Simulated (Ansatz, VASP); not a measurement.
**One calculation of Pt, two programs**

File INCAR:

```
SYSTEM = Pt
ALGO     = Fast           ! electronic algorithm
EDIFF    = 1E-6           ! SCF threshold, eV
ENCUT    = 520            ! plane-wave cutoff, eV
GGA      = PS             ! functional
ISIF     = 2              ! what is computed and relaxed
ISMEAR   = 0              ! smearing method
LASPH    = .TRUE.         ! aspherical terms in the spheres
LCHARG   = .TRUE.         ! write CHGCAR
LELF     = .TRUE.         ! ELF
LREAL    = .FALSE.        ! projectors in reciprocal space
LVHAR    = .TRUE.       
LWAVE    = .FALSE.        ! write WAVECAR
NBANDS   = 17             ! bands
NELM     = 100            ! most SCF steps
PREC     = Accurate       ! precision mode
SIGMA    = 0.15           ! smearing width, eV
```

The input KPOINTS:

```
k-points
0
G
  30 30 14
  0 0 0
```

The input POSCAR:

```
Pt
1.0
    2.6812075835      0.0000000000      0.0000000000
   -1.3406037917      2.3219938801      0.0000000000
    0.0000000000      0.0000000000      4.8624199440
Pt
2
Direct
    0.6666666667      0.3333333333      0.7500000000
    0.3333333333      0.6666666667      0.2500000000
```

Input for Ansatz:

```yaml
crystal:
  lattice:
    - [2.6812075835, 0.0, 0.0]
    - [-1.3406037917, 2.3219938801, 0.0]
    - [0.0, 0.0, 4.862419944]
  atoms:
    - { symbol: Pt, position: [0.6666666667, 0.3333333333, 0.75] }
    - { symbol: Pt, position: [0.3333333333, 0.6666666667, 0.25] }
basis:
  ecutwfc: 420
kpoints:
  mp_grid: { grid: [30, 30, 14] }
hamiltonian:
  xc: pbesol
scf:
  occupations: { method: gaussian, width: 0.15 }
output:
  forces: true
  stress: true
  eigenvalues: true
```

Alike in both runs: task single point; functional PBEsol; k mesh 30 × 30 × 14; occupations gaussian, width 0.15 eV; no spin polarisation.

|  | VASP | Ansatz |
| --- | --- | --- |
| version | VASP 6.6.1 | Ansatz 0.2.0 |
| potentials or method | VASP PAW PBE potentials, release 64 (Pt), cutoff 520 eV | scalar-relativistic, plane waves, PAW |
| valence electrons in the cell | 20 | 36 |

```tsv
	VASP	Ansatz	Ansatz less VASP
gap on the k mesh at the Fermi level (eV)	none	none	-
pressure (GPa)	1.8	2.2	+0.40
traceless stress, the component that is largest in VASP (GPa)	-9.02	-8.93	+0.087
```

VASP's potentials were made for PBE, not for PBEsol. A gap of «none» marks a metal or a gap that the smearing closes. With one functional, cell and mesh, what is left measures potentials, basis and numerics. VASP's potentials hold 20 valence electrons a cell and Ansatz's 36, so a difference there can come from the potentials and not from the codes.

Neither program's run includes spin-orbit coupling.
